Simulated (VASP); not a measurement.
# Si8C7 (a cell with a defect) in VASP: single point with PBE

Aim: the single point of Si8C7 (a cell with a defect) with PBE.

Program: VASP 6.6.1. These are calculated values, not measurements. Logs are shortened: lines on timing, memory, paths and dates and some standing lists are left out, and cuts for length are marked.

## Step 1: The cell of the first run

The cell holds a defect, 15 atoms: a = 6.163 Å, b = 6.163 Å, c = 6.163 Å, α = 60.00°, β = 60.00°, γ = 60.00°.

## Step 2: Single point, PBE

Input file INCAR:

```
ALGO = Normal
EDIFF = 1E-6
ENCUT = 520
GGA = PE
GGA_COMPAT = F
ISIF = 2
ISMEAR = -1
LASPH = T
LCHARG = T
LELF = T
LREAL = F
LVHAR = T
LWAVE = F
NBANDS = 43
NELECT = 58.0
NELM = 120
PREC = Accurate
SIGMA = 0.02
```

Input file KPOINTS:

```
k-points
0
Gamma
  2 2 2
```

Input file POSCAR:

```
Si8C7
1.0
    0.0000000000      4.3580000000      4.3580000000
    4.3580000000      0.0000000000      4.3580000000
    4.3580000000      4.3580000000      0.0000000000
Si C
8 7
Direct
    0.0000000000      0.0000000000      0.0000000000
    0.0000000000      0.0000000000      0.5000000000
    0.0000000000      0.5000000000      0.0000000000
    0.0000000000      0.5000000000      0.5000000000
    0.5000000000      0.0000000000      0.0000000000
    0.5000000000      0.0000000000      0.5000000000
    0.5000000000      0.5000000000      0.0000000000
    0.5000000000      0.5000000000      0.5000000000
    0.1250000000      0.1250000000      0.6250000000
    0.1250000000      0.6250000000      0.1250000000
    0.1250000000      0.6250000000      0.6250000000
    0.6250000000      0.1250000000      0.1250000000
    0.6250000000      0.1250000000      0.6250000000
    0.6250000000      0.6250000000      0.1250000000
    0.6250000000      0.6250000000      0.6250000000
```

Potentials or basis: VASP PAW PBE potentials, release 64 (Si, C).

Launch:

```console
> cat potpaw_PBE.64/Si/POTCAR potpaw_PBE.64/C/POTCAR > POTCAR
> mpirun -np 1 vasp_std > vasp.out
```

OUTCAR:

```text
EDIFF = 1E-6
   ENCUT = 520
   GGA = PE
   ISIF = 2
   ISMEAR = -1
   LASPH = T
   LREAL = F
   NELECT = 58.0
   NELM = 120
   PREC = Accurate

 ion  position               nearest neighbor table
   1  0.000  0.000  0.000-   9 1.89  10 1.89  12 1.89   2 3.08   3 3.08   5 3.08   2 3.08   4 3.08
                             6 3.08   3 3.08   4 3.08   7 3.08   5 3.08   6 3.08   7 3.08
   2  0.000  0.000  0.500-  11 1.89  13 1.89   9 1.89   1 3.08   4 3.08   6 3.08   1 3.08   3 3.08
                             5 3.08   3 3.08   4 3.08   8 3.08   5 3.08   6 3.08   8 3.08
   3  0.000  0.500  0.000-  11 1.89  14 1.89  10 1.89   1 3.08   4 3.08   7 3.08   2 3.08   4 3.08
                             8 3.08   1 3.08   2 3.08   5 3.08   5 3.08   7 3.08   8 3.08
   4  0.000  0.500  0.500-   9 1.89  10 1.89  15 1.89  11 1.89   3 3.08   8 3.08   2 3.08   1 3.08
                             3 3.08   7 3.08   1 3.08   2 3.08   6 3.08   6 3.08   7 3.08   8 3.08
   5  0.500  0.000  0.000-  13 1.89  14 1.89  12 1.89   1 3.08   6 3.08   7 3.08   2 3.08   6 3.08
                             8 3.08   3 3.08   7 3.08   8 3.08   1 3.08   2 3.08   3 3.08
   6  0.500  0.000  0.500-   9 1.89  12 1.89  15 1.89  13 1.89   5 3.08   8 3.08   2 3.08   1 3.08
                             5 3.08   7 3.08   4 3.08   7 3.08   8 3.08   1 3.08   2 3.08   4 3.08
   7  0.500  0.500  0.000-  10 1.89  12 1.89  15 1.89  14 1.89   5 3.08   8 3.08   3 3.08   4 3.08
                             6 3.08   8 3.08   1 3.08   5 3.08   6 3.08   1 3.08   3 3.08   4 3.08
   8  0.500  0.500  0.500-  11 1.89  13 1.89  14 1.89  15 1.89   6 3.08   7 3.08   4 3.08   3 3.08
                             5 3.08   7 3.08   2 3.08   5 3.08   6 3.08   2 3.08   3 3.08   4 3.08
   9  0.125  0.125  0.625-   1 1.89   4 1.89   6 1.89   2 1.89
  10  0.125  0.625  0.125-   1 1.89   4 1.89   7 1.89   3 1.89
  11  0.125  0.625  0.625-   2 1.89   3 1.89   8 1.89   4 1.89
  12  0.625  0.125  0.125-   1 1.89   6 1.89   7 1.89   5 1.89
  13  0.625  0.125  0.625-   2 1.89   5 1.89   8 1.89   6 1.89
  14  0.625  0.625  0.125-   3 1.89   5 1.89   8 1.89   7 1.89
  15  0.625  0.625  0.625-   4 1.89   6 1.89   7 1.89   8 1.89

  LATTYP: Found a face centered cubic cell.
 ALAT       =     8.7160000000

  Lattice vectors:

 A1 = (   0.0000000000,   4.3580000000,   4.3580000000)
 A2 = (   4.3580000000,   0.0000000000,   4.3580000000)
 A3 = (   4.3580000000,   4.3580000000,   0.0000000000)

Analysis of symmetry for initial positions (statically):
=====================================================================
 Subroutine PRICEL returns:
 Original cell was already a primitive cell.

 Routine SETGRP: Setting up the symmetry group for a
 face centered cubic supercell.

 Subroutine GETGRP returns: Found 24 space group operations
 (whereof  6 operations were pure point group operations)
 out of a pool of 48 trial point group operations.

The static configuration has the point symmetry C_3v.
 The point group associated with its full space group is T_d .

Analysis of symmetry for dynamics (positions and initial velocities):
=====================================================================
 Subroutine PRICEL returns:
 Original cell was already a primitive cell.

 Routine SETGRP: Setting up the symmetry group for a
 face centered cubic supercell.

 Subroutine GETGRP returns: Found 24 space group operations
 (whereof  6 operations were pure point group operations)
 out of a pool of 48 trial point group operations.

The dynamic configuration has the point symmetry C_3v.
 The point group associated with its full space group is T_d .

 Subroutine INISYM returns: Found 24 space group operations
 (whereof  6 operations are pure point group operations),
 and found     1 'primitive' translations

----------------------------------------------------------------------------------------

                                     Primitive cell

  volume of cell :     165.5357

  direct lattice vectors                    reciprocal lattice vectors
     0.000000000  4.358000000  4.358000000    -0.114731528  0.114731528  0.114731528
     4.358000000  0.000000000  4.358000000     0.114731528 -0.114731528  0.114731528
     4.358000000  4.358000000  0.000000000     0.114731528  0.114731528 -0.114731528

  length of vectors
     6.163142705  6.163142705  6.163142705     0.198720836  0.198720836  0.198720836

  position of ions in fractional coordinates (direct lattice)
     0.000000000  0.000000000  0.000000000
     0.000000000  0.000000000  0.500000000
     0.000000000  0.500000000  0.000000000
     0.000000000  0.500000000  0.500000000
     0.500000000  0.000000000  0.000000000
     0.500000000  0.000000000  0.500000000
     0.500000000  0.500000000  0.000000000
     0.500000000  0.500000000  0.500000000
     0.125000000  0.125000000  0.625000000
     0.125000000  0.625000000  0.125000000
     0.125000000  0.625000000  0.625000000
     0.625000000  0.125000000  0.125000000
     0.625000000  0.125000000  0.625000000
     0.625000000  0.625000000  0.125000000
     0.625000000  0.625000000  0.625000000

  ion indices of the primitive-cell ions
   primitive index   ion index
                 1           1
                 2           2
                 3           3
                 4           4
                 5           5
                 6           6
                 7           7
                 8           8
                 9           9
                10          10
                11          11
                12          12
                13          13
                14          14
                15          15

----------------------------------------------------------------------------------------

 KPOINTS: k-points

Automatic generation of k-mesh.
 Grid dimensions read from file:
 generate k-points for:    2    2    2

 Generating k-lattice:

  Cartesian coordinates                     Fractional coordinates (reciprocal lattice)
    -0.057365764  0.057365764  0.057365764     0.500000000  0.000000000  0.000000000
     0.057365764 -0.057365764  0.057365764     0.000000000  0.500000000  0.000000000
     0.057365764  0.057365764 -0.057365764     0.000000000  0.000000000  0.500000000

  Length of vectors
     0.099360418  0.099360418  0.099360418

  Shift w.r.t. Gamma in fractional coordinates (k-lattice)
     0.000000000  0.000000000  0.000000000

 Subroutine IBZKPT returns following result:
 ===========================================

 Found      3 irreducible k-points:

 Following reciprocal coordinates:
            Coordinates               Weight
  0.000000  0.000000  0.000000      1.000000
  0.500000  0.000000  0.000000      4.000000
  0.500000  0.500000  0.000000      3.000000
   k-points           NKPTS =      3   k-points in BZ     NKDIM =      3   number of bands    NBANDS=     43
   number of dos      NEDOS =    301   number of ions     NIONS =     15
   total plane-waves  NPLWV = 110592
   dimension x,y,z NGX =    48 NGY =   48 NGZ =   48
   dimension x,y,z NGXF=    96 NGYF=   96 NGZF=   96
   ions per type =               8   7
   NGX,Y,Z   is equivalent  to a cutoff of  12.95, 12.95, 12.95 a.u.
   NGXF,Y,Z  is equivalent  to a cutoff of  25.90, 25.90, 25.90 a.u.
 SYSTEM =  unknown system
   PREC   = accura    normal or accurate (medium, high low for compatibility)
   ISTART =      0    job   : 0-new  1-cont  2-samecut
   ICHARG =      2    charge: 1-file 2-atom 10-const
   ISPIN  =      1    spin polarized calculation?
   LNONCOLLINEAR =      F non collinear calculations
   LSORBIT =      F    spin-orbit coupling
   LASPH  =      T    aspherical Exc in radial PAW
   ENCUT  =  520.0 eV  38.22 Ry    6.18 a.u.  11.46 11.46 11.46*2*pi/ulx,y,z
   NELM   =    120;   NELMIN=  2; NELMDL= -5     # of ELM steps
   EDIFF  = 0.1E-05   stopping-criterion for ELM
   LREAL  =      F    real-space projection
[... 7 lines left out ...]
   TEBEG  =    0.0;   TEEND  =   0.0 temperature during run
   PSTRESS=    0.0 pullay stress
   NELECT =      58.0000    total number of electrons
   NUPDOWN=      -1.0000    fix difference up-down
   EMIN   =  10.00;   EMAX   =-10.00  energy-range for DOS
   EFERMI =   0.00;   METHOD = LEGACY
   ISMEAR =    -1;   SIGMA  =   0.02  broadening in eV -4-tet -1-fermi 0-gaus
   EFERMI_NEDOS =   21; number of points for ismear=-14 and -15
   IALGO  =     38    algorithm
   IMIX   =      4    mixing-type and parameters
     AMIX     =   0.40;   BMIX     =  1.00
     AMIX_MAG =   1.60;   BMIX_MAG =  1.00
  volume/ion in A,a.u.               =      11.04        74.47
  Fermi-wavevector in a.u.,A,eV,Ry     =   1.154127  2.180984 18.123085  1.332009
  Thomas-Fermi vector in A             =   2.290766
   LORBIT       =      0    0 simple, 1 ext, 2 COOP (PROOUT), +10 PAW based schemes
   GGA     = PE    functional components
   LHFCALC =     F    Hartree Fock is set to
   AEXX    =    0.0000 exact exchange contribution
   IVDW    =     0    specifies the selected vdW correction
   LEPSILON=     F    determine dielectric tensor
   LRPA    =     F    only Hartree local field effects (RPA)
 non-spin polarized calculation
  energy-cutoff  :      520.00
  volume of cell :      165.54
 maximum number of plane-waves:      4477
 NGX is ok and might be reduce to    48
   NGX = 23   NGY = 23   NGZ = 23

 number of electron      58.0000007 magnetization

 Free energy of the ion-electron system (eV)
  ---------------------------------------------------
  ext. energy  EPLUGINS =         0.00000000
  ---------------------------------------------------
  free energy    TOTEN  =      -123.59315132 eV

  energy without entropy =     -123.58568233  energy(sigma->0) =     -123.58941683

 E-fermi :   7.4245     XC(G=0): -11.0136

 val. band max:        7.3721930128   @ k =   0.5000   0.5000   0.0000
 cond. band min:       7.4768864113   @ k =   0.0000   0.0000   0.0000
 fundamental gap:      0.1046933986
 Fermi energy:         7.4245365882

 k-point     1 :       0.0000    0.0000    0.0000
  band No.  band energies     occupation
      1      -7.2969      2.00000
      2      -4.0284      2.00000
      3      -4.0284      2.00000
      4      -4.0284      2.00000
      5      -3.2792      2.00000
      6      -2.6099      2.00000
[... 33 lines left out ...]
     40      13.3837      0.00000
     41      13.3837      0.00000

 k-point     2 :       0.5000    0.0000    0.0000
  band No.  band energies     occupation
      1      -6.2995      2.00000
      2      -5.9682      2.00000
      3      -3.6399      2.00000
      4      -3.6399      2.00000
      5      -3.6000      2.00000
      6      -3.6000      2.00000
[... 33 lines left out ...]
     40      14.9896      0.00000
     41      15.8419      0.00000

 k-point     3 :       0.5000    0.5000    0.0000
  band No.  band energies     occupation
      1      -5.9157      2.00000
      2      -5.6194      2.00000
      3      -4.5431      2.00000
      4      -4.5035      2.00000
      5      -4.5035      2.00000
      6      -3.4429      2.00000
[... 33 lines left out ...]
     40      14.0122      0.00000
     41      14.5285      0.00000
 [bands above 41 left out]

------------------------ aborting loop because EDIFF is reached ----------------------------------------

  FORCE on cell =-STRESS in cart. coord.  units (eV):
  Direction    XX          YY          ZZ          XY          YZ          ZX
  --------------------------------------------------------------------------------------
  -------------------------------------------------------------------------------------
  Total      -21.6421112    -21.6421112    -21.6421112      0.0000000      0.0000000      0.0000000
  in kB     -209.4684083   -209.4684083   -209.4684083      0.0000000      0.0000000      0.0000000
  external PRESSURE =    -209.4684083 kB  Pullay stress =       0.0000000 kB

 VOLUME and BASIS-vectors are now :
 -----------------------------------------------------------------------------
  energy-cutoff  :      520.00
  volume of cell :      165.54
      direct lattice vectors                 reciprocal lattice vectors
     0.000000000  4.358000000  4.358000000    -0.114731528  0.114731528  0.114731528
     4.358000000  0.000000000  4.358000000     0.114731528 -0.114731528  0.114731528
     4.358000000  4.358000000  0.000000000     0.114731528  0.114731528 -0.114731528

 POSITION                                       TOTAL-FORCE (eV/Angst)
 -----------------------------------------------------------------------------------
      0.00000      0.00000      0.00000        -0.788534     -0.788534     -0.788534
      2.17900      2.17900      0.00000         0.788534      0.788534     -0.788534
      2.17900      0.00000      2.17900         0.788534     -0.788534      0.788534
      4.35800      2.17900      2.17900        -0.072923      0.072923      0.072923
      0.00000      2.17900      2.17900        -0.788534      0.788534      0.788534
      2.17900      4.35800      2.17900         0.072923     -0.072923      0.072923
      2.17900      2.17900      4.35800         0.072923      0.072923     -0.072923
      4.35800      4.35800      4.35800        -0.072923     -0.072923     -0.072923
      3.26850      3.26850      1.08950         0.000000      0.000000      0.442285
      3.26850      1.08950      3.26850         0.000000      0.442285      0.000000
      5.44750      3.26850      3.26850        -0.442285      0.000000      0.000000
      1.08950      3.26850      3.26850         0.442285      0.000000      0.000000
      3.26850      5.44750      3.26850         0.000000     -0.442285      0.000000
      3.26850      3.26850      5.44750         0.000000      0.000000     -0.442285
      5.44750      5.44750      5.44750         0.000000      0.000000      0.000000
 -----------------------------------------------------------------------------------
    total drift:                                0.000001      0.000001      0.000001

  FREE ENERGIE OF THE ION-ELECTRON SYSTEM (eV)
  ---------------------------------------------------
  free  energy   TOTEN  =      -123.5931513221 eV

  energy  without entropy=     -123.5856823310  energy(sigma->0) =     -123.58941683
```

It took 54 s on 1 thread of Intel Xeon 8259CL, shared host; peak memory 0.3 GiB.

Results:

| Property | Result |
| --- | --- |
| Free energy | -123.5932 eV |
| Largest force | 1.366 eV/Å |

Forces in eV/Å, atoms in the order of the input:
```
Si  -0.789 -0.789 -0.789
Si   0.789  0.789 -0.789
Si   0.789 -0.789  0.789
Si  -0.073  0.073  0.073
Si  -0.789  0.789  0.789
Si   0.073 -0.073  0.073
Si   0.073  0.073 -0.073
Si  -0.073 -0.073 -0.073
C    0.000  0.000  0.442
C    0.000  0.442  0.000
C   -0.442  0.000  0.000
C    0.442  0.000  0.000
C    0.000 -0.442  0.000
C    0.000  0.000 -0.442
C    0.000  0.000  0.000
```

Levels at points of the mesh, in eV from the Fermi level:
```tsv
k point	band 27	band 28	band 29	band 30	band 31	band 32
(0.00, 0.00, 0.00)	0.05	0.05	0.05	1.94	1.94	2.53
(0.50, 0.00, 0.00)	-1.10	-0.23	-0.23	0.20	3.14	3.14
(0.50, 0.50, 0.00)	-0.85	-0.84	-0.81	-0.05	2.62	2.62
```

Caveat: the k points lie up to 0.62 Å⁻¹ apart; the cell carries a net charge on a neutralising background, which shifts energy and pressure; the cell is charged against a uniform background, so pressure and absolute levels hang on convention.
